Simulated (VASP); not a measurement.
# Si16CO in VASP: further runs

Si16CO is run at these levels: PBE; tasks: single point.

Program: VASP 6.6.1. These are calculated values, not measurements. Logs are shortened: lines on timing, memory, paths and dates and some standing lists are left out, and cuts for length are marked.

**1. The cell of the first run**

The cell holds a slab with vacuum, 18 atoms: a = 7.735 Å, b = 7.735 Å, c = 22.112 Å, α = 90.00°, β = 90.00°, γ = 90.00°.

**2. Single point, PBE**

INCAR

```
ALGO = Normal
DIPOL = 0.5 0.5 0.282
EDIFF = 1E-6
ENCUT = 520
GGA = PE
IDIPOL = 3
ISIF = 2
ISMEAR = 0
LASPH = True
LCHARG = False
LDIPOL = True
LREAL = Auto
LWAVE = False
NBANDS = 52
NELM = 80
PREC = Accurate
SIGMA = 0.05
```

KPOINTS

```
k-points
0
Gamma
  4 4 1
```

POSCAR

```
Si16CO
1.0
    7.7354121591      0.0000000000      0.0000000000
    0.0000000000      7.7354121591      0.0000000000
    0.0000000000      0.0000000000     22.1119221361
Si C O
16 1 1
Direct
    0.0000000000      0.2500000000      0.1808978874
    0.0000000000      0.7500000000      0.1808978874
    0.5000000000      0.2500000000      0.1808978874
    0.5000000000      0.7500000000      0.1808978874
    0.0000000000      0.0000000000      0.2427396662
    0.0000000000      0.5000000000      0.2427396662
    0.5000000000      0.0000000000      0.2427396662
    0.5000000000      0.5000000000      0.2427396662
    0.2500000000      0.0000000000      0.3062012287
    0.2500000000      0.5000000000      0.3062012287
    0.7500000000      0.0000000000      0.3062012287
    0.7500000000      0.5000000000      0.3062012287
    0.2500000000      0.2500000000      0.3668573942
    0.2500000000      0.7500000000      0.3668573942
    0.7500000000      0.2500000000      0.3668573942
    0.7500000000      0.7500000000      0.3668573942
    0.5000000000      0.7500000000      0.3257031248
    0.5530187564      0.8030187564      0.3711351530
```

Potentials or basis: VASP PAW PBE potentials, release 64 (Si, C, O).

Started as:

```bash
$ cat potpaw_PBE.64/Si/POTCAR potpaw_PBE.64/C/POTCAR potpaw_PBE.64/O/POTCAR > POTCAR
$ mpirun -np 1 vasp_std > vasp.out
```

OUTCAR:

```text
EDIFF = 1E-6
   ENCUT = 520
   GGA = PE
   ISIF = 2
   ISMEAR = 0
   LASPH = True
   LREAL = Auto
   NELM = 80
   PREC = Accurate

 ion  position               nearest neighbor table
   1  0.000  0.250  0.181-   5 2.37   6 2.37
   2  0.000  0.750  0.181-   5 2.37   6 2.37
   3  0.500  0.250  0.181-   7 2.37   8 2.37
   4  0.500  0.750  0.181-   7 2.37   8 2.37
   5  0.000  0.000  0.243-   1 2.37   2 2.37   9 2.39  11 2.39
   6  0.000  0.500  0.243-   1 2.37   2 2.37  10 2.39  12 2.39
   7  0.500  0.000  0.243-   3 2.37   4 2.37   9 2.39  11 2.39
   8  0.500  0.500  0.243-   3 2.37   4 2.37  10 2.39  12 2.39
   9  0.250  0.000  0.306-  13 2.35  14 2.35   5 2.39   7 2.39
  10  0.250  0.500  0.306-  13 2.35  14 2.35   6 2.39   8 2.39
  11  0.750  0.000  0.306-  15 2.35  16 2.35   5 2.39   7 2.39
  12  0.750  0.500  0.306-  15 2.35  16 2.35   6 2.39   8 2.39
  13  0.250  0.250  0.367-   9 2.35  10 2.35
  14  0.250  0.750  0.367-  17 2.14  10 2.35   9 2.35  18 2.38
  15  0.750  0.250  0.367-  11 2.35  12 2.35
  16  0.750  0.750  0.367-  18 1.58  17 2.14  11 2.35  12 2.35
  17  0.500  0.750  0.326-  18 1.16  16 2.14  14 2.14
  18  0.553  0.803  0.371-  17 1.16  16 1.58  14 2.38

  LATTYP: Found a simple tetragonal cell.
 ALAT       =     7.7354121591
 C/A-ratio  =     2.8585318638

  Lattice vectors:

 A1 = (   7.7354121591,   0.0000000000,   0.0000000000)
 A2 = (   0.0000000000,   7.7354121591,   0.0000000000)
 A3 = (   0.0000000000,   0.0000000000,  22.1119221361)

Analysis of symmetry for initial positions (statically):
=====================================================================
 Subroutine PRICEL returns:
 Original cell was already a primitive cell.

 Routine SETGRP: Setting up the symmetry group for a
 simple tetragonal supercell.

 Subroutine GETGRP returns: Found  1 space group operations
 (whereof  1 operations were pure point group operations)
 out of a pool of 16 trial point group operations.

The static configuration has the point symmetry C_1 .

Analysis of symmetry for dynamics (positions and initial velocities):
=====================================================================
 Subroutine PRICEL returns:
 Original cell was already a primitive cell.

 Routine SETGRP: Setting up the symmetry group for a
 simple tetragonal supercell.

 Subroutine GETGRP returns: Found  1 space group operations
 (whereof  1 operations were pure point group operations)
 out of a pool of 16 trial point group operations.

The dynamic configuration has the point symmetry C_1 .

 Subroutine INISYM returns: Found  1 space group operations
 (whereof  1 operations are pure point group operations),
[... 129 lines left out ...]
   EFERMI_NEDOS =   21; number of points for ismear=-14 and -15
   IALGO  =     38    algorithm
   IMIX   =      4    mixing-type and parameters
     AMIX     =   0.40;   BMIX     =  1.00
     AMIX_MAG =   1.60;   BMIX_MAG =  1.00
  volume/ion in A,a.u.               =      73.51       496.04
  Fermi-wavevector in a.u.,A,eV,Ry     =   0.626067  1.183095  5.332941  0.391960
  Thomas-Fermi vector in A             =   1.687191
   LORBIT       =      0    0 simple, 1 ext, 2 COOP (PROOUT), +10 PAW based schemes
   GGA     = PE    functional components
   LHFCALC =     F    Hartree Fock is set to
   AEXX    =    0.0000 exact exchange contribution
   IVDW    =     0    specifies the selected vdW correction
   LEPSILON=     F    determine dielectric tensor
   LRPA    =     F    only Hartree local field effects (RPA)
 non-spin polarized calculation
 Gauss-broadening in eV      SIGMA  =   0.05
  energy-cutoff  :      520.00
  volume of cell :     1323.10
 maximum number of plane-waves:     35688
 NGX is ok and might be reduce to    60
   NGX = 29   NGY = 29   NGZ = 83

 dipolmoment           0.000000      0.000000      0.248236 electrons x Angstroem

 number of electron      73.9999990 magnetization

 dipolmoment           0.000000      0.000000     -0.105286 electrons x Angstroem

 Free energy of the ion-electron system (eV)
  ---------------------------------------------------
  ext. energy  EPLUGINS =         0.00000000
  ---------------------------------------------------
  free energy    TOTEN  =       -83.81918794 eV

  energy without entropy =      -83.80400995  energy(sigma->0) =      -83.81159894

 E-fermi :  -2.3479     XC(G=0):  -3.2493

 val. band max:       -2.3574111197   @ k =  -0.2500   0.2500   0.0000
 cond. band min:      -2.3355870468   @ k =  -0.2500   0.5000   0.0000
 fundamental gap:      0.0218240729
 Fermi energy:        -2.3479283364

 k-point     1 :       0.0000    0.0000    0.0000
  band No.  band energies     occupation
      1     -29.2019      2.00000
      2     -15.8227      2.00000
      3     -13.5513      2.00000
      4     -12.9939      2.00000
      5     -12.5883      2.00000
      6     -11.6001      2.00000
[... 509 lines left out ...]
     48       1.5485      0.00000
     49       1.5725      0.00000
 [bands above 49 left out]

------------------------ aborting loop because EDIFF is reached ----------------------------------------

 vacuum level on the upper side and lower side of the slab       (xc-potential included)        -0.208         0.108

  FORCE on cell =-STRESS in cart. coord.  units (eV):
  Direction    XX          YY          ZZ          XY          YZ          ZX
  --------------------------------------------------------------------------------------
  -------------------------------------------------------------------------------------
  Total       10.1676825     -0.1935992     10.7070282      1.8925777      3.4663875      3.3280824
  in kB       12.3122987     -0.2344341     12.9654058      2.2917692      4.1975346      4.0300575
  external PRESSURE =       8.3477568 kB  Pullay stress =       0.0000000 kB

 VOLUME and BASIS-vectors are now :
 -----------------------------------------------------------------------------
  energy-cutoff  :      520.00
  volume of cell :     1323.10
      direct lattice vectors                 reciprocal lattice vectors
     7.735412159  0.000000000  0.000000000     0.129275594  0.000000000  0.000000000
     0.000000000  7.735412159  0.000000000     0.000000000  0.129275594  0.000000000
     0.000000000  0.000000000 22.111922136     0.000000000  0.000000000  0.045224472

 POSITION                                       TOTAL-FORCE (eV/Angst)
 -----------------------------------------------------------------------------------
      0.00000      1.93385      4.00000         0.045720      0.026804      0.138659
      0.00000      5.80156      4.00000        -0.009025      0.029432      0.227618
      3.86771      1.93385      4.00000        -0.045370     -0.044072     -0.035063
      3.86771      5.80156      4.00000        -0.027328     -0.074309      0.363501
      0.00000      0.00000      5.36744        -0.007552      0.188367     -0.231228
      0.00000      3.86771      5.36744        -0.113619     -0.019390     -0.236881
[... 10 lines left out ...]
      3.86771      5.80156      7.20192        -4.788490     -3.162802     -8.849054
      4.27783      6.21168      8.20651        -2.753828      4.605102     10.874495
 -----------------------------------------------------------------------------------
    total drift:                               -0.004624     -0.003768      0.018866

  FREE ENERGIE OF THE ION-ELECTRON SYSTEM (eV)
  ---------------------------------------------------
  free  energy   TOTEN  =       -83.8191879396 eV

  energy  without entropy=      -83.8040099454  energy(sigma->0) =      -83.81159894

 vacuum level on the upper side and lower side of the slab         2.541         2.864
```

Run time: 17 min. Hardware: 1 thread of AMD EPYC 9R45 (Zen 5), shared host; peak memory 1.3 GiB.

Results:

```
Free energy            : -83.8192 eV
Largest force          : 12.126 eV/Å
Band gap on the k mesh : zero (band 37 reaches -2.33 eV, above the bottom of band 38 at -2.37 eV)
```

Forces in eV/Å, atoms in the order of the input:
```
Si   0.046  0.027  0.139
Si  -0.009  0.029  0.228
Si  -0.045 -0.044 -0.035
Si  -0.027 -0.074  0.364
Si  -0.008  0.188 -0.231
Si  -0.114 -0.019 -0.237
Si   0.038 -0.020 -0.090
Si   0.013 -0.303 -0.324
Si  -0.256  0.426 -0.341
Si  -0.144 -0.453 -0.265
Si   1.243  0.981 -0.803
Si  -0.011 -0.560 -0.235
Si   0.002 -0.041  0.209
Si  -0.824 -0.314 -0.147
Si   0.052 -0.035  0.112
Si   7.586 -1.229 -0.367
C   -4.788 -3.163 -8.849
O   -2.754  4.605 10.874
```

**3. Single point, PBE**

INCAR

```
SYSTEM = Si16CO
PREC = Accurate ; ENCUT = 520
EDIFF = 1E-6 ; ISMEAR = 0
SIGMA = 0.05 ; LREAL = Auto
LASPH = .TRUE. ; NELM = 60
ALGO = Normal ; ISIF = 2
LWAVE = .FALSE. ; LCHARG = .FALSE.
LDIPOL = .TRUE. ; IDIPOL = 3
DIPOL = 0.5 0.5 0.281 ; GGA = PE
NBANDS = 52
```

KPOINTS

```
regular mesh
0
G
  4 4 1
  0 0 0
```

POSCAR: that of step 2 with these lines changed.

```diff
@@ -25,2 +25,2 @@
     0.5000000000      0.7500000000      0.3257031248
-    0.5530187564      0.8030187564      0.3711351530
+    0.4625100778      0.8899142944      0.3392808722
```

Potentials or basis: VASP PAW PBE potentials, release 64 (Si, C, O).

Started as:

```bash
$ cat potpaw_PBE.64/Si/POTCAR potpaw_PBE.64/C/POTCAR potpaw_PBE.64/O/POTCAR > POTCAR
$ mpirun -np 1 vasp_std > vasp.out
```

OUTCAR:

```text
SYSTEM = Si16CO
   PREC = Accurate
   ENCUT = 520
   EDIFF = 1E-6
   ISMEAR = 0
   LREAL = Auto
   LASPH = .TRUE.
   NELM = 60
   ISIF = 2
   GGA = PE

 ion  position               nearest neighbor table
   1  0.000  0.250  0.181-   5 2.37   6 2.37
   2  0.000  0.750  0.181-   5 2.37   6 2.37
   3  0.500  0.250  0.181-   7 2.37   8 2.37
   4  0.500  0.750  0.181-   7 2.37   8 2.37
   5  0.000  0.000  0.243-   1 2.37   2 2.37   9 2.39  11 2.39
   6  0.000  0.500  0.243-   1 2.37   2 2.37  10 2.39  12 2.39
   7  0.500  0.000  0.243-  18 2.32   4 2.37   3 2.37  11 2.39   9 2.39
   8  0.500  0.500  0.243-   3 2.37   4 2.37  10 2.39  12 2.39
   9  0.250  0.000  0.306-  18 1.99  14 2.35  13 2.35   7 2.39   5 2.39
  10  0.250  0.500  0.306-  13 2.35  14 2.35   6 2.39   8 2.39
  11  0.750  0.000  0.306-  15 2.35  16 2.35   5 2.39   7 2.39  18 2.49
  12  0.750  0.500  0.306-  15 2.35  16 2.35   6 2.39   8 2.39
  13  0.250  0.250  0.367-   9 2.35  10 2.35
  14  0.250  0.750  0.367-  18 2.06  17 2.14   9 2.35  10 2.35
  15  0.750  0.250  0.367-  11 2.35  12 2.35
  16  0.750  0.750  0.367-  17 2.14  12 2.35  11 2.35  18 2.55
  17  0.500  0.750  0.326-  18 1.16  16 2.14  14 2.14
  18  0.463  0.890  0.339-  17 1.16   9 1.99  14 2.06   7 2.32  11 2.49  16 2.55

  LATTYP: Found a simple tetragonal cell.
 ALAT       =     7.7354121591
 C/A-ratio  =     2.8585318638

  Lattice vectors:

 A1 = (   7.7354121591,   0.0000000000,   0.0000000000)
 A2 = (   0.0000000000,   7.7354121591,   0.0000000000)
 A3 = (   0.0000000000,   0.0000000000,  22.1119221361)

Analysis of symmetry for initial positions (statically):
=====================================================================
 Subroutine PRICEL returns:
 Original cell was already a primitive cell.

 Routine SETGRP: Setting up the symmetry group for a
 simple tetragonal supercell.

 Subroutine GETGRP returns: Found  1 space group operations
 (whereof  1 operations were pure point group operations)
 out of a pool of 16 trial point group operations.

The static configuration has the point symmetry C_1 .

Analysis of symmetry for dynamics (positions and initial velocities):
=====================================================================
 Subroutine PRICEL returns:
 Original cell was already a primitive cell.

 Routine SETGRP: Setting up the symmetry group for a
 simple tetragonal supercell.

 Subroutine GETGRP returns: Found  1 space group operations
 (whereof  1 operations were pure point group operations)
 out of a pool of 16 trial point group operations.

The dynamic configuration has the point symmetry C_1 .

 Subroutine INISYM returns: Found  1 space group operations
 (whereof  1 operations are pure point group operations),
 and found     1 'primitive' translations

----------------------------------------------------------------------------------------

                                     Primitive cell

  volume of cell :    1323.1023

  direct lattice vectors                    reciprocal lattice vectors
     7.735412159  0.000000000  0.000000000     0.129275594  0.000000000  0.000000000
     0.000000000  7.735412159  0.000000000     0.000000000  0.129275594  0.000000000
     0.000000000  0.000000000 22.111922136     0.000000000  0.000000000  0.045224472

  length of vectors
     7.735412159  7.735412159 22.111922136     0.129275594  0.129275594  0.045224472

[... 84 lines left out ...]
   ions per type =              16   1   1
   NGX,Y,Z   is equivalent  to a cutoff of  12.89, 12.89, 12.63 a.u.
   NGXF,Y,Z  is equivalent  to a cutoff of  25.79, 25.79, 25.26 a.u.
 SYSTEM =  Si16CO
   PREC   = accura    normal or accurate (medium, high low for compatibility)
   ISTART =      0    job   : 0-new  1-cont  2-samecut
   ICHARG =      2    charge: 1-file 2-atom 10-const
   ISPIN  =      1    spin polarized calculation?
   LNONCOLLINEAR =      F non collinear calculations
   LSORBIT =      F    spin-orbit coupling
   LASPH  =      T    aspherical Exc in radial PAW
   ENCUT  =  520.0 eV  38.22 Ry    6.18 a.u.  14.38 14.38 41.11*2*pi/ulx,y,z
   NELM   =     60;   NELMIN=  2; NELMDL= -5     # of ELM steps
   EDIFF  = 0.1E-05   stopping-criterion for ELM
   LREAL  =      T    real-space projection
   EDIFFG = 0.1E-04   stopping-criterion for IOM
   NSW    =      0    number of steps for IOM
   IBRION =     -1    ionic relax: 0-MD 1-quasi-New 2-CG
   NFREE  =      0    steps in history (QN), initial steepest desc. (CG)
   ISIF   =      2    stress and relaxation
   ISYM   =      2    0-nonsym 1-usesym 2-fastsym
   POTIM  = 0.5000    time-step for ionic-motion
   TEBEG  =    0.0;   TEEND  =   0.0 temperature during run
   PSTRESS=    0.0 pullay stress
   NELECT =      74.0000    total number of electrons
   NUPDOWN=      -1.0000    fix difference up-down
   EMIN   =  10.00;   EMAX   =-10.00  energy-range for DOS
   EFERMI =   0.00;   METHOD = LEGACY
   ISMEAR =     0;   SIGMA  =   0.05  broadening in eV -4-tet -1-fermi 0-gaus
   EFERMI_NEDOS =   21; number of points for ismear=-14 and -15
   IALGO  =     38    algorithm
   IMIX   =      4    mixing-type and parameters
     AMIX     =   0.40;   BMIX     =  1.00
     AMIX_MAG =   1.60;   BMIX_MAG =  1.00
  volume/ion in A,a.u.               =      73.51       496.04
  Fermi-wavevector in a.u.,A,eV,Ry     =   0.626067  1.183095  5.332941  0.391960
  Thomas-Fermi vector in A             =   1.687191
   LORBIT       =      0    0 simple, 1 ext, 2 COOP (PROOUT), +10 PAW based schemes
   GGA     = PE    functional components
   LHFCALC =     F    Hartree Fock is set to
   AEXX    =    0.0000 exact exchange contribution
   IVDW    =     0    specifies the selected vdW correction
   LEPSILON=     F    determine dielectric tensor
   LRPA    =     F    only Hartree local field effects (RPA)
 non-spin polarized calculation
 Gauss-broadening in eV      SIGMA  =   0.05
  energy-cutoff  :      520.00
  volume of cell :     1323.10
 maximum number of plane-waves:     35688
 NGX is ok and might be reduce to    60
   NGX = 29   NGY = 29   NGZ = 83

 dipolmoment           0.000000      0.000000      0.268776 electrons x Angstroem

 number of electron      73.9999992 magnetization

 dipolmoment           0.000000      0.000000     -0.014989 electrons x Angstroem

 Free energy of the ion-electron system (eV)
  ---------------------------------------------------
  ext. energy  EPLUGINS =         0.00000000
  ---------------------------------------------------
  free energy    TOTEN  =       -83.09291487 eV

  energy without entropy =      -83.07622690  energy(sigma->0) =      -83.08457089

 E-fermi :  -2.3823     XC(G=0):  -3.2413

 val. band max:       -2.3866143452   @ k =   0.0000   0.5000   0.0000
 cond. band min:      -2.3774387992   @ k =   0.2500   0.0000   0.0000
 fundamental gap:      0.0091755460
 Fermi energy:        -2.3823293927

 k-point     1 :       0.0000    0.0000    0.0000
  band No.  band energies     occupation
      1     -28.6611      2.00000
      2     -15.1401      2.00000
      3     -13.9215      2.00000
      4     -13.4641      2.00000
      5     -12.3090      2.00000
      6     -11.6652      2.00000
[... 509 lines left out ...]
     48       1.5106      0.00000
     49       1.5371      0.00000
 [bands above 49 left out]

------------------------ aborting loop because EDIFF is reached ----------------------------------------

 vacuum level on the upper side and lower side of the slab       (xc-potential included)        -0.130        -0.105

  FORCE on cell =-STRESS in cart. coord.  units (eV):
  Direction    XX          YY          ZZ          XY          YZ          ZX
  --------------------------------------------------------------------------------------
  -------------------------------------------------------------------------------------
  Total        2.0037301      9.2197212      5.0992617     -4.5899727     -1.6136627     -1.5861201
  in kB        2.4263665     11.1643889      6.1748224     -5.5581117     -1.9540242     -1.9206721
  external PRESSURE =       6.5885259 kB  Pullay stress =       0.0000000 kB

 VOLUME and BASIS-vectors are now :
 -----------------------------------------------------------------------------
  energy-cutoff  :      520.00
  volume of cell :     1323.10
      direct lattice vectors                 reciprocal lattice vectors
     7.735412159  0.000000000  0.000000000     0.129275594  0.000000000  0.000000000
     0.000000000  7.735412159  0.000000000     0.000000000  0.129275594  0.000000000
     0.000000000  0.000000000 22.111922136     0.000000000  0.000000000  0.045224472

 POSITION                                       TOTAL-FORCE (eV/Angst)
 -----------------------------------------------------------------------------------
      0.00000      1.93385      4.00000         0.100076     -0.061770      0.276898
      0.00000      5.80156      4.00000        -0.035351      0.021632      0.255535
      3.86771      1.93385      4.00000        -0.075052      0.030694     -0.007979
      3.86771      5.80156      4.00000        -0.080180      0.191570      0.501445
      0.00000      0.00000      5.36744        -0.187439      0.264544     -0.377807
      0.00000      3.86771      5.36744        -0.062557      0.002145     -0.321352
[... 10 lines left out ...]
      3.86771      5.80156      7.20192         3.885740     -9.291116     -0.395635
      3.57771      6.88385      7.50215        -1.954626      8.183107      3.504380
 -----------------------------------------------------------------------------------
    total drift:                                0.003307      0.003607      0.017811

  FREE ENERGIE OF THE ION-ELECTRON SYSTEM (eV)
  ---------------------------------------------------
  free  energy   TOTEN  =       -83.0929148699 eV

  energy  without entropy=      -83.0762269049  energy(sigma->0) =      -83.08457089

 vacuum level on the upper side and lower side of the slab         2.667         2.703
```

It took 38 min on 1 thread of Oxide Virtual Turin-like, shared host; peak memory 1.3 GiB.

What came out:

| Property | Result |
| --- | --- |
| Free energy | -83.0929 eV |
| Largest force | 10.079 eV/Å |
| Band gap on the k mesh | zero (band 37 reaches -2.36 eV, above the bottom of band 38 at -2.50 eV) |

Forces in eV/Å, atoms in the order of the input:
```
Si   0.100 -0.062  0.277
Si  -0.035  0.022  0.256
Si  -0.075  0.031 -0.008
Si  -0.080  0.192  0.501
Si  -0.187  0.265 -0.378
Si  -0.063  0.002 -0.321
Si   0.137  1.042 -1.791
Si   0.129 -0.293 -0.204
Si  -1.775  1.317 -1.317
Si  -0.019 -0.373 -0.681
Si   1.109  0.648 -0.637
Si   0.361 -0.447 -0.228
Si  -0.012  0.157  0.402
Si  -1.313 -0.675  1.169
Si   0.103  0.035  0.044
Si  -0.311 -0.752 -0.192
C    3.886 -9.291 -0.396
O   -1.955  8.183  3.504
```
